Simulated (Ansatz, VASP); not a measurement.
Y3CoNi: VASP beside Ansatz

The input INCAR:

```
SYSTEM = Y3CoNi
  ALGO = Normal
  EDIFF = 1E-7
  ENCUT = 520
  GGA = PE
  ISIF = 2
  ISMEAR = -1
  LASPH = .TRUE.
  LCHARG = .FALSE.
  LREAL = .FALSE.
  LWAVE = .FALSE.
  NBANDS = 63
  NELM = 60
  PREC = Accurate
  SIGMA = 0.0196
```

Contents of KPOINTS:

```
k-points
0
G
  5 5 2
  0 0 0
```

POSCAR

```
Y3CoNi
1.0
    0.0000000000      3.7109720000      0.0000000000
    6.5261820000     -1.8554860000      0.0000000000
    3.0343070000      0.0000000000     -8.7729660000
Y Ni Co
6 2 2
Direct
    0.3669100000      0.7338200000      0.9991300000
    0.6330900000      0.2661800000      0.0008700000
    0.3617900000      0.7235800000      0.3739700000
    0.6382100000      0.2764200000      0.6260300000
    0.1037300000      0.2074600000      0.3227000000
    0.8962700000      0.7925400000      0.6773000000
    0.0354000000      0.0708000000      0.8575000000
    0.9646000000      0.9292000000      0.1425000000
    0.2378000000      0.4756000000      0.7629000000
    0.7622000000      0.5244000000      0.2371000000
```

Input for Ansatz:

```yaml
crystal:
  lattice:
    - [0.0, 3.710972, 0.0]
    - [6.526182, -1.855486, 0.0]
    - [3.034307, 0.0, -8.772966]
  atoms:
    - { symbol: "Y", position: [0.36691, 0.73382, 0.99913] }
    - { symbol: "Y", position: [0.63309, 0.26618, 0.00087] }
    - { symbol: "Y", position: [0.36179, 0.72358, 0.37397] }
    - { symbol: "Y", position: [0.63821, 0.27642, 0.62603] }
    - { symbol: "Y", position: [0.10373, 0.20746, 0.3227] }
    - { symbol: "Y", position: [0.89627, 0.79254, 0.6773] }
    - { symbol: Ni, position: [0.0354, 0.0708, 0.8575] }
    - { symbol: Ni, position: [0.9646, 0.9292, 0.1425] }
    - { symbol: Co, position: [0.2378, 0.4756, 0.7629] }
    - { symbol: Co, position: [0.7622, 0.5244, 0.2371] }
  symmetry: { tolerance: 0.0003 }
kpoints:
  mp_grid: { grid: [5, 5, 2], shift: [0, 0, 0] }
magnetization:
  spin_polarized: false
scf:
  occupations: { method: fermi_dirac, width: 0.0196 }
hamiltonian:
  pseudopotentials: { kind: paw }
  xc: pbe
basis:
  ecutwfc: 420
output:
  forces: true
  stress: true
  eigenvalues: true
  write_density: true
  write_potential: true
  elf: true
  volumetric_format: npy
```

Alike in both runs: task single point; functional PBE; k mesh 5 × 5 × 2; occupations fermi-dirac, width 0.0196 eV; no spin polarisation.

|  | VASP | Ansatz |
| --- | --- | --- |
| version | VASP 6.6.1 | Ansatz 0.2.0 |
| potentials or method | VASP PAW PBE potentials, release 64 (Y_sv, Ni, Co), cutoff 520 eV | PAW plane waves |
| valence electrons in the cell | 104 | 136 |

```csv
,VASP,Ansatz,Ansatz less VASP
gap on the k mesh at the Fermi level (eV),none,none,-
pressure (GPa),3.8,4.0,+0.19
"traceless stress, the component that is largest in VASP (GPa)",-0.27,-0.24,+0.026
rms of the force components (eV/Å),0.126,0.125,-0.0013
```

Atom by atom the forces differ by 0.006 eV/Å (rms over components). A gap of «none» marks a metal or a gap that the smearing closes. With one functional, cell and mesh, what is left measures potentials, basis and numerics. VASP's potentials hold 104 valence electrons a cell and Ansatz's 136, so a difference there can come from the potentials and not from the codes.
